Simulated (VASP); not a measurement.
# Rh (Fm-3m) in VASP: notebook, part 2 of 2

VASP 6.6.1.

## (4) Single point, PBE+D3(BJ)

This run uses another cell than the first one, of 13.81 Å³/atom.

INCAR reads:

```
ALGO = Normal
EDIFF = 1E-6
ENCUT = 500
GGA = PE
GGA_COMPAT = False
ISIF = 2
ISMEAR = 1
IVDW = 12
LASPH = True
LCHARG = True
LELF = True
LREAL = False
LVHAR = True
LWAVE = False
NBANDS = 14
NELM = 120
PREC = Accurate
SIGMA = 0.1
```

KPOINTS reads:

```
k-points
0
Gamma
  13 13 13
```

POSCAR reads:

```
Rh
1.0
    0.0000000000      1.9041551958      1.9041551958
    1.9041551958      0.0000000000      1.9041551958
    1.9041551958      1.9041551958      0.0000000000
Rh
1
Direct
    0.0000000000      0.0000000000      0.0000000000
```

Started as:

```sh
$ cat potpaw_PBE.64/Rh_pv/POTCAR > POTCAR
$ mpirun -np 1 vasp_std > vasp.out
```

Wall time 22 s (1 thread of Intel Xeon 8259CL, shared host); peak memory 0.14 GiB.

It converged, with:

```yaml
Free_energy: -7.9003 eV
Pressure: -3.0 GPa
Band_gap_on_the_k_mesh: zero (an odd number of electrons rules out a gap without spin polarisation)
Dispersion_energy_per_atom: -0.644 eV
```

Levels at points of the mesh, in eV from the Fermi level:
| k point | band 4 | band 5 | band 6 | band 7 | band 8 | band 9 | band 10 | band 11 |
| --- | --- | --- | --- | --- | --- | --- | --- | --- |
| (0.00, 0.00, 0.00) | -7.91 | -3.04 | -3.04 | -3.04 | -0.96 | -0.96 | 16.02 | 20.56 |

## (5) Single point, PBE+D3(BJ)

This run uses another cell than the first one, of 14.22 Å³/atom.

INCAR reads:

```
PREC = Accurate
ENCUT = 500
EDIFF = 1E-6
ISMEAR = 1
SIGMA = 0.1
LREAL = False
LASPH = True
NELM = 120
ALGO = Normal
ISIF = 2
LWAVE = False
LCHARG = False
GGA = PE
IVDW = 12
NBANDS = 14
GGA_COMPAT = False
```

KPOINTS reads:

```
Automatic mesh
0
Gamma
  13 13 13
```

POSCAR reads:

```
Rh
1.0
    0.0000000000      1.9228245745      1.9228245745
    1.9228245745      0.0000000000      1.9228245745
    1.9228245745      1.9228245745      0.0000000000
Rh
1
Direct
    0.0000000000      0.0000000000      0.0000000000
```

Potentials or basis: VASP PAW PBE potentials, release 64 (Rh_pv).

Started as:

```sh
$ cat potpaw_PBE.64/Rh_pv/POTCAR > POTCAR
$ mpirun -np 1 vasp_std > vasp.out
```

OUTCAR:

```text
PREC = Accurate
   ENCUT = 500
   EDIFF = 1E-6
   ISMEAR = 1
   LREAL = False
   LASPH = True
   NELM = 120
   ISIF = 2
   GGA = PE
   IVDW = 12
 IVDW          = 12

 ion  position               nearest neighbor table
   1  0.000  0.000  0.000-

  LATTYP: Found a face centered cubic cell.
 ALAT       =     3.8456491490

  Lattice vectors:

 A1 = (   0.0000000000,   1.9228245745,   1.9228245745)
 A2 = (   1.9228245745,   0.0000000000,   1.9228245745)
 A3 = (   1.9228245745,   1.9228245745,   0.0000000000)

Analysis of symmetry for initial positions (statically):
=====================================================================
 Subroutine PRICEL returns:
 Original cell was already a primitive cell.

 Routine SETGRP: Setting up the symmetry group for a
 face centered cubic supercell.

 Subroutine GETGRP returns: Found 48 space group operations
 (whereof 48 operations were pure point group operations)
 out of a pool of 48 trial point group operations.

The static configuration has the point symmetry O_h .

Analysis of symmetry for dynamics (positions and initial velocities):
=====================================================================
 Subroutine PRICEL returns:
 Original cell was already a primitive cell.

 Routine SETGRP: Setting up the symmetry group for a
 face centered cubic supercell.

 Subroutine GETGRP returns: Found 48 space group operations
 (whereof 48 operations were pure point group operations)
 out of a pool of 48 trial point group operations.

The dynamic configuration has the point symmetry O_h .

 Subroutine INISYM returns: Found 48 space group operations
 (whereof 48 operations are pure point group operations),
 and found     1 'primitive' translations

----------------------------------------------------------------------------------------

                                     Primitive cell

[... 113 lines left out ...]
   GGA     = PE    functional components
   LHFCALC =     F    Hartree Fock is set to
   AEXX    =    0.0000 exact exchange contribution
   IVDW    =    12    specifies the selected vdW correction
   LEPSILON=     F    determine dielectric tensor
   LRPA    =     F    only Hartree local field effects (RPA)
 non-spin polarized calculation
 Methfessel and Paxton  Order N= 1 SIGMA  =   0.10
  energy-cutoff  :      500.00
  volume of cell :       14.22
 maximum number of plane-waves:       373
   NGX =  9   NGY =  9   NGZ =  9

 number of electron      15.0000000 magnetization

 Free energy of the ion-electron system (eV)
  ---------------------------------------------------
  ext. energy  EPLUGINS =         0.00000000
  ---------------------------------------------------
  free energy    TOTEN  =        -7.25790493 eV

  energy without entropy =       -7.25778112  energy(sigma->0) =       -7.25786366

 E-fermi :  11.2781     XC(G=0): -13.8158

 val. band max:       11.2626123754   @ k =  -0.1538   0.1538   0.0000
 cond. band min:      11.3004114832   @ k =   0.3077   0.3077   0.0000
 fundamental gap:      0.0377991078
 Fermi energy:        11.2780958960

 k-point     1 :       0.0000    0.0000    0.0000
  band No.  band energies     occupation
      1     -35.0248      2.00000
      2     -35.0248      2.00000
      3     -35.0248      2.00000
      4       3.5851      2.00000
      5       8.3757      2.00000
      6       8.3757      2.00000
      7       8.3757      2.00000
      8      10.3542      2.00000
      9      10.3542      2.00000
     10      27.3108      0.00000
     11      31.9257      0.00000
     12      32.5839      0.00000
     13      32.5839      0.00000
     14      32.5839      0.00000
[... 377 lines left out ...]
      1     -35.5936      2.00000
      2     -35.1863      2.00000
      3     -35.1494      2.00000
      4       6.0461      2.00000
      5       7.8589      2.00000
      6       8.9719      2.00000
      7       8.9994      2.00000
      8      11.8805     -0.00000
      9      13.7881      0.00000
     10      21.0829      0.00000
     11      27.7773      0.00000
     12      30.4861      0.00000
     13      31.3929      0.00000
     14      31.9329      0.00000

 [... further k-points ...]

------------------------ aborting loop because EDIFF is reached ----------------------------------------

 Edisp (eV)   -0.62505

 E8    (eV) :    -0.2804

  FORCE on cell =-STRESS in cart. coord.  units (eV):
  Direction    XX          YY          ZZ          XY          YZ          ZX
  --------------------------------------------------------------------------------------
  -------------------------------------------------------------------------------------
  Total      -0.90428    -0.90428    -0.90428    -0.00000    -0.00000    -0.00000
  in kB    -101.89758  -101.89758  -101.89758    -0.00000    -0.00000    -0.00000
  external pressure =     -101.90 kB  Pullay stress =        0.00 kB

 VOLUME and BASIS-vectors are now :
 -----------------------------------------------------------------------------
  energy-cutoff  :      500.00
  volume of cell :       14.22
      direct lattice vectors                 reciprocal lattice vectors
     0.000000000  1.922824575  1.922824575    -0.260034122  0.260034122  0.260034122
     1.922824575  0.000000000  1.922824575     0.260034122 -0.260034122  0.260034122
     1.922824575  1.922824575  0.000000000     0.260034122  0.260034122 -0.260034122

 POSITION                                       TOTAL-FORCE (eV/Angst)
 -----------------------------------------------------------------------------------
      0.00000      0.00000      0.00000         0.000000     -0.000000     -0.000000
 -----------------------------------------------------------------------------------
    total drift:                                0.000000     -0.000000      0.000000

  FREE ENERGIE OF THE ION-ELECTRON SYSTEM (eV)
  ---------------------------------------------------
  free  energy   TOTEN  =        -7.8829543142 eV

  energy  without entropy=       -7.8828305086  energy(sigma->0) =       -7.88291305
```

stdout:

```text
POSCAR found type information on POSCAR Rh
 POSCAR found :  1 types and       1 ions
 scaLAPACK will be used
 LDA part: xc-table for (Slater+PW92), standard interpolation
 POSCAR, INCAR and KPOINTS ok, starting setup
 FFT: planning ... GRIDC
 FFT: planning ... GRID_SOFT
 FFT: planning ... GRID
 WAVECAR not read
 entering main loop
```

Run time: 23 s. Hardware: 1 thread of Intel Xeon 8259CL, shared host; peak memory 0.14 GiB.

Results:

```
Free energy                : -7.8830 eV
Pressure                   : -10.2 GPa
Band gap on the k mesh     : zero (an odd number of electrons rules out a gap without spin polarisation)
Dispersion energy per atom : -0.625 eV
```

Levels at points of the mesh, in eV from the Fermi level:
| k point | band 3 | band 4 | band 5 | band 6 | band 7 | band 8 | band 9 | band 10 | band 11 | band 12 |
| --- | --- | --- | --- | --- | --- | --- | --- | --- | --- | --- |
| (0.00, 0.00, 0.00) | -46.30 | -7.69 | -2.90 | -2.90 | -2.90 | -0.92 | -0.92 | 16.03 | 20.65 | 21.31 |

Caveat: the cell stands under tension.

## (6) Single point, PBE+D3(BJ)

This run uses another cell than the first one, of 14.63 Å³/atom.

INCAR reads:

```
SYSTEM = Rh
ALGO     = Normal         ! electronic algorithm
EDIFF    = 1E-6           ! SCF threshold, eV
ENCUT    = 500            ! plane-wave cutoff, eV
GGA      = PE             ! functional
GGA_COMPAT= .FALSE.      
ISIF     = 2              ! what is computed and relaxed
ISMEAR   = 1              ! smearing method
IVDW     = 12             ! dispersion correction
LASPH    = .TRUE.         ! aspherical terms in the spheres
LCHARG   = .FALSE.        ! write CHGCAR
LREAL    = .FALSE.        ! projectors in reciprocal space
LWAVE    = .FALSE.        ! write WAVECAR
NBANDS   = 14             ! bands
NELM     = 120            ! most SCF steps
PREC     = Accurate       ! precision mode
SIGMA    = 0.1            ! smearing width, eV
```

KPOINTS reads:

```
k-points
0
G
  13 13 13
  0 0 0
```

POSCAR reads:

```
Rh
1.0
    0.0000000000      1.9411382918      1.9411382918
    1.9411382918      0.0000000000      1.9411382918
    1.9411382918      1.9411382918      0.0000000000
Rh
1
Direct
    0.0000000000      0.0000000000      0.0000000000
```

Potentials or basis: VASP PAW PBE potentials, release 64 (Rh_pv).

Started as:

```sh
$ cat potpaw_PBE.64/Rh_pv/POTCAR > POTCAR
$ mpirun -np 1 vasp_std > vasp.out
```

Wall time 23 s (1 thread of Intel Xeon 8259CL, shared host); peak memory 0.14 GiB.

It converged, with:

* Free energy: -7.8488 eV
* Pressure: -16.3 GPa
* Band gap on the k mesh: zero (an odd number of electrons rules out a gap without spin polarisation)
* Dispersion energy per atom: -0.607 eV

Levels at points of the mesh, in eV from the Fermi level:
```csv
k point,band 4,band 5,band 6,band 7,band 8,band 9,band 10,band 11
"(0.00, 0.00, 0.00)",-7.49,-2.78,-2.78,-2.78,-0.89,-0.89,16.04,20.73
```

Caveat: the cell stands under tension.

## (7) The runs side by side

| cell | gap on the mesh (eV) | pressure (GPa) |
| --- | --- | --- |
| a = 2.638 Å, angles 60.0°, 1 atom | none | 16.1 |
| a = 2.666 Å, angles 60.0°, 1 atom | none | 5.7 |
| a = 2.693 Å, angles 60.0°, 1 atom | none | -3.0 |
| a = 2.719 Å, angles 60.0°, 1 atom | none | -10.2 |
| a = 2.745 Å, angles 60.0°, 1 atom | none | -16.3 |

Alike in all rows: task single point; level PBE+D3(BJ); potentials or basis VASP PAW PBE potentials, release 64 (Rh_pv); no spin polarisation; k mesh 13 × 13 × 13; cutoff (eV) 500; smearing methfessel-paxton 0.1 eV.

Caveats: the cell stands under pressure (at least some runs); the cell stands under tension (at least some runs).

Total energies depend on the potentials used, so only differences within one code and one set of settings carry meaning.
